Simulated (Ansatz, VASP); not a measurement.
W in VASP and in Ansatz

The input INCAR:

```
SYSTEM = W
PREC = Accurate
ENCUT = 520
EDIFF = 1E-7
ISMEAR = 0
SIGMA = 0.15
LREAL = .FALSE.
LASPH = .TRUE.
NELM = 80
ALGO = Fast
ISIF = 2
LWAVE = .FALSE.
LCHARG = .FALSE.
GGA = PS
NBANDS = 13
```

KPOINTS

```
Automatic mesh
0
G
  26 26 26
  0 0 0
```

File POSCAR:

```
W
1.0
   -1.5771801398      1.6954686503      1.5771801398
    1.5771801398     -1.6954686503      1.5771801398
    1.5771801398      1.6954686503     -1.5771801398
W
1
Direct
    0.0000000000      0.0000000000      0.0000000000
```

Input for Ansatz:

```yaml
crystal:
  lattice:
    - [-1.5771801398, 1.6954686503, 1.5771801398]
    - [1.5771801398, -1.6954686503, 1.5771801398]
    - [1.5771801398, 1.6954686503, -1.5771801398]
  atoms:
    - { symbol: W, position: [0.0, 0.0, 0.0] }
basis:
  ecutwfc: 420
kpoints:
  mp_grid: { grid: [26, 26, 26] }
hamiltonian:
  xc: pbesol
scf:
  occupations: { method: gaussian, width: 0.15 }
output:
  forces: true
  stress: true
  eigenvalues: true
```

Change from the starting cell: strain +0.0750 x Voigt [0, 1, 0, 0, 0, 0], atoms carried along.

Alike in both runs: task single point; functional PBEsol; k mesh 26 × 26 × 26; occupations gaussian, width 0.15 eV; no spin polarisation.

|  | VASP | Ansatz |
| --- | --- | --- |
| version | VASP 6.6.1 | Ansatz 0.2.0 |
| potentials or method | VASP PAW PBE potentials, release 64 (W_sv), cutoff 520 eV | scalar-relativistic, plane waves, PAW |
| valence electrons in the cell | 14 | 14 |

```tsv
	VASP	Ansatz	Ansatz less VASP
gap on the k mesh at the Fermi level (eV)	none	none	-
pressure (GPa)	-19.1	-19.4	-0.36
traceless stress, the component that is largest in VASP (GPa)	-12.08	-12.09	-0.014
```

VASP's potentials were made for PBE, not for PBEsol. A gap of «none» marks a metal or a gap that the smearing closes.

Neither program's run includes spin-orbit coupling.
